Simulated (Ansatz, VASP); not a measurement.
# CdS, level by level in two programs

```
Cd S
1.0
     0.00000    2.93582    2.93582
     2.93582    0.00000    2.93582
     2.93582    2.93582    0.00000
Cd S
1 1
Direct
  0.00000 0.00000 0.00000
  0.75000 0.75000 0.75000
```

Single points on this cell with VASP 6.6.1 and Ansatz 0.2.0. Each row is one pair of runs. Alike in all rows: smearing: fermi-dirac, width 0.05 eV; VASP's potentials, cutoff: VASP PAW PBE potentials, release 64 (Cd, S), 520 eV; Ansatz's potentials, cutoff: Ansatz PAW, 420 eV.

| level | spin | k mesh | pressure (GPa), VASP | pressure (GPa), Ansatz |
| --- | --- | --- | --- | --- |
| PBEsol-based screened hybrid | off | 4 × 4 × 4 | -1.3 | ? |
| BHLYP | off | 4 × 4 × 4 | 2.2 | 2.1 |
| PBE | non-collinear, zero start, SOC | 8 × 8 × 8 | 1.9 | 1.5 |

Problem. Fill in what Ansatz gave in row 1.

Solution. Pressure (GPa): -1.6.

VASP's potentials hold 18 valence electrons a cell and Ansatz's 26, so a difference there can come from the potentials and not from the codes.

The k mesh is coarse in some rows, so the values compare programs but aren't converged.
